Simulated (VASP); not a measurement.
Set up this calculation in VASP 6.6.1, as the native input.

```
Task                   : single point
Functional             : PBE
Potentials or basis    : VASP PAW PBE potentials, release 64 (Pd)
Cutoff                 : 520 eV
k mesh                 : 20 × 20 × 20
Occupations            : gaussian, width 0.15 eV
Spin                   : no spin polarisation
Dipole correction      : no
Further INCAR settings : ALGO = Normal; EDIFF = 1e-07; NBANDS = 11
```

The structure of Pd lies in POSCAR:

```
Pd
1.0
    0.0000000000      1.8962775000      1.9449000000
    1.8962775000      0.0000000000      1.9449000000
    1.8962775000      1.8962775000      0.0000000000
Pd
1
Direct
    0.0000000000      0.0000000000      0.0000000000
```

This cell differs from its parent crystal: strain -0.025 along x and y, +0.000 along z.

These files were run (other wordings do the same):

INCAR

```
ALGO = Normal
EDIFF = 1E-7
ENCUT = 520
GGA = PE
ISIF = 2
ISMEAR = 0
LASPH = T
LCHARG = T
LELF = T
LREAL = F
LVHAR = T
LWAVE = F
NBANDS = 11
NELM = 100
PREC = Accurate
SIGMA = 0.15
```

KPOINTS

```
k-points
0
Gamma
  20 20 20
```

Potentials or basis: VASP PAW PBE potentials, release 64 (Pd).

Command:

```console
$ cat potpaw_PBE.64/Pd/POTCAR > POTCAR
$ mpirun -np 1 vasp_std > vasp.out
```

It gave:

```yaml
Pressure: 19.4 GPa
Band_gap_on_the_k_mesh: zero (band 5 reaches 11.13 eV, above the bottom of band 6 at 9.29 eV)
```

Caveat: the cell differs from its parent crystal (strain -0.025 along x and y, +0.000 along z).

Wall time 33 s on 1 thread of Intel(R) Xeon(R) 6975P-C (Granite Rapids), on a shared host, peak memory 0.21 GiB.
